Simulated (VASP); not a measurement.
# S (P6_3/mmc) in VASP: notebook, part 2 of 2

VASP 6.6.1. Earlier steps stand in the parts before.

## 4. Relaxation of cell and atoms, PBE

This run uses another cell than the first one: it holds 8 atoms, not 4.

The COD entry that gives the cell may itself be a prediction, so a difference from it is no test against experiment.

INCAR

```
  PREC = Accurate
  ENCUT = 600
  EDIFF = 1E-7
  ISMEAR = 0
  SIGMA = 0.1
  LREAL = F
  LASPH = T
  NELM = 100
  ALGO = Normal
  ISIF = 3
  LWAVE = F
  LCHARG = F
  GGA = PE
  IBRION = 2
  NSW = 100
  EDIFFG = -0.01
```

KPOINTS

```
regular mesh
0
Gamma
  12 12 2
```

POSCAR

```
S
1.0
    3.8992467502      0.0000000000      0.0000000000
   -1.9496233751      3.3768467413      0.0000000000
    0.0000000000      0.0000000000     19.2205109893
S
8
Direct
    0.0000000000      0.0000000000      0.1085359222
    0.0000000000      0.0000000000      0.6085359222
    0.0000000000      0.0000000000      0.3914640778
    0.0000000000      0.0000000000      0.8914640778
    0.3333333333      0.6666666667      0.1391124005
    0.6666666667      0.3333333333      0.6391124005
    0.3333333333      0.6666666667      0.3608875995
    0.6666666667      0.3333333333      0.8608875995
```

Potentials or basis: VASP PAW PBE potentials, release 64 (S).

Command:

```sh
> cat potpaw_PBE.64/S/POTCAR > POTCAR
> mpirun -np 1 vasp_std > vasp.out
```

OUTCAR:

```text
PREC = Accurate
   ENCUT = 600
   EDIFF = 1E-7
   ISMEAR = 0
   LREAL = F
   LASPH = T
   NELM = 100
   ISIF = 3
   GGA = PE
   IBRION = 2
   NSW = 100
   EDIFFG = -0.01

 ion  position               nearest neighbor table
   1  0.000  0.000  0.109-   5 2.33   5 2.33   5 2.33
   2  0.000  0.000  0.609-   6 2.33   6 2.33   6 2.33
   3  0.000  0.000  0.391-   7 2.33   7 2.33   7 2.33
   4  0.000  0.000  0.891-   8 2.33   8 2.33   8 2.33
   5  0.333  0.667  0.139-   1 2.33   1 2.33   1 2.33
   6  0.667  0.333  0.639-   2 2.33   2 2.33   2 2.33
   7  0.333  0.667  0.361-   3 2.33   3 2.33   3 2.33
   8  0.667  0.333  0.861-   4 2.33   4 2.33   4 2.33

  LATTYP: Found a hexagonal cell.
 ALAT       =     3.8992467502
 C/A-ratio  =     4.9292881986

  Lattice vectors:

 A1 = (   3.8992467502,   0.0000000000,   0.0000000000)
[... 445 lines left out ...]
 number of electron      47.9999993 magnetization

 Free energy of the ion-electron system (eV)
  ---------------------------------------------------
  ext. energy  EPLUGINS =         0.00000000
  ---------------------------------------------------
  free energy    TOTEN  =       -27.84409304 eV

  energy without entropy =      -27.83629205  energy(sigma->0) =      -27.84019255

 E-fermi :   1.2623     XC(G=0):  -7.1586

 val. band max:        1.2284563662   @ k =   0.0000   0.0000   0.0000
 cond. band min:       1.2724298515   @ k =   0.0833  -0.0000   0.0000
 fundamental gap:      0.0439734853
 Fermi energy:         1.2623024960

 k-point     1 :       0.0000    0.0000    0.0000
  band No.  band energies     occupation
      1     -14.7328      2.00000
      2     -14.7204      2.00000
      3     -14.7178      2.00000
      4     -14.7052      2.00000
      5      -7.7995      2.00000
      6      -7.7555      2.00000
[... 757 lines left out ...]
     28       2.8902      0.00000
     29       3.2312      0.00000

 [... further k-points ...]
[... 5 lines left out ...]
  --------------------------------------------------------------------------------------
  -------------------------------------------------------------------------------------
  Total        0.0446800      0.0446800      0.0238886     -0.0000000      0.0000000      0.0000000
  in kB        0.2792803      0.2792803      0.1493199     -0.0000000      0.0000000      0.0000000
  external PRESSURE =       0.2359602 kB  Pullay stress =       0.0000000 kB
[... 23 lines left out ...]
  FREE ENERGIE OF THE ION-ELECTRON SYSTEM (eV)
  ---------------------------------------------------
  free  energy   TOTEN  =       -27.8440930415 eV

  energy  without entropy=      -27.8362920541  energy(sigma->0) =      -27.84019255

 reached required accuracy - stopping structural energy minimisation
```

OSZICAR:

```text
N       E                     dE             d eps       ncg     rms          rms(c)
DAV:   1     0.335827646317E+03    0.33583E+03   -0.21076E+04  2204   0.153E+03
DAV:   2     0.869196944938E+01   -0.32714E+03   -0.31707E+03  2966   0.248E+02
DAV:   3    -0.267592041366E+02   -0.35451E+02   -0.34642E+02  2719   0.892E+01
[... 274 lines left out ...]
DAV:   3    -0.278441013823E+02    0.56817E-04   -0.90990E-05  2708   0.440E-02    0.294E-02
DAV:   4    -0.278440903754E+02    0.11007E-04   -0.21934E-05  2508   0.214E-02    0.126E-02
DAV:   5    -0.278440919750E+02   -0.15996E-05   -0.23123E-06  2858   0.673E-03    0.770E-03
DAV:   6    -0.278440930514E+02   -0.10764E-05   -0.10916E-06  1951   0.335E-03    0.765E-04
DAV:   7    -0.278440930415E+02    0.98826E-08   -0.30114E-07  1373   0.109E-03
   7 F= -.27844093E+02 E0= -.27840193E+02  d E =-.680816E-04
```

It took 61 min on 1 thread of AMD EPYC 9R45 (Zen 5), shared host; peak memory 0.55 GiB.

What came out:

```
Free energy                            : -27.8441 eV
Relaxed volume                         : 32.04 Å³/atom
Relaxed cell                           : a = 3.935 Å, b = 3.935 Å, c = 19.115 Å, α = 90.00°, β = 90.00°, γ = 120.00°
Space group after relaxing (to 0.05 Å) : P6_3/mmc (No. 194)
Energy gained by relaxing              : 3.9 meV/atom
Ionic steps                            : 7
Pressure after relaxing                : 0.0 GPa
```

Step by step:
| step | energy change (eV) | largest force (eV/Å) | pressure (GPa) | volume (Å³) |
| --- | --- | --- | --- | --- |
| 1 | 0.0000 | 0.1733 | 0.50 | 253.08 |
| 2 | -0.0227 | 0.1553 | -0.12 | 256.73 |
| 3 | -0.0240 | 0.1422 | -0.31 | 257.76 |
| 4 | -0.0312 | 0.0084 | -0.06 | 256.71 |
| 5 | -0.0312 | 0.0002 | -0.05 | 256.64 |
| 6 | -0.0312 | 0.0029 | -0.04 | 256.62 |
| 7 | -0.0313 | 0.0002 | 0.02 | 256.32 |

Final structure:
```
S
1.0
     3.93498    0.00000    0.00000
    -1.96749    3.40780    0.00000
     0.00000    0.00000   19.11468
S
8
Direct
  0.00000 0.00000 0.10965
  0.00000 0.00000 0.60965
  0.00000 0.00000 0.39035
  0.00000 0.00000 0.89035
  0.33333 0.66667 0.13800
  0.66667 0.33333 0.63800
  0.33333 0.66667 0.36200
  0.66667 0.33333 0.86200
```

Levels at points of the mesh, in eV from the Fermi level:
```tsv
k point	band 22	band 23	band 24	band 25	band 26	band 27
(0.00, 0.00, 0.00)	-0.09	-0.09	-0.07	-0.07	-0.07	-0.07
(0.50, 0.00, 0.00)	-1.87	-1.86	-1.78	2.67	2.72	2.73
(0.00, 0.00, 0.50)	-0.26	-0.08	-0.08	-0.08	-0.08	-0.06
(0.50, 0.00, 0.50)	-1.94	-1.80	-1.80	2.69	2.69	2.74
```

Caveat: the bands computed are all filled at some k points, so no gap is given; this functional lacks dispersion, which binds the layers, so the pressure and a relaxed spacing across them are unreliable.

## 5. Overview

```tsv
task	cell	k mesh	cutoff (eV)	gap on the mesh (eV)	pressure (GPa)	relaxed volume (Å³/atom)
single point	a = 4.031, b = 4.031, c = 9.890 Å, angles 90.0, 90.0, 120.0°, 4 atoms	6 × 6 × 2	520	none	-0.3	-
relaxation of cell and atoms	relaxed from a = 3.700, b = 3.700, c = 10.076 Å, angles 90.0, 90.0, 120.0°, 4 atoms	6 × 6 × 2	600	none	-0.1	35.24
relaxation of cell and atoms	relaxed from a = 3.899, b = 3.899, c = 19.221 Å, angles 90.0, 90.0, 120.0°, 8 atoms	12 × 12 × 2	600	-	0.0	32.04
```

Alike in all rows: level PBE; potentials or basis VASP PAW PBE potentials, release 64 (S); no spin polarisation; smearing gaussian 0.1 eV.

Caveats: this functional lacks dispersion, which binds the layers, so the pressure and a relaxed spacing across them are unreliable; the volume moved by over 15 % at a fixed basis, so the end points are rough (some runs); the bands computed are all filled at some k points, so no gap is given (some runs).

Total energies depend on the potentials used, so only differences within one code and one set of settings carry meaning.
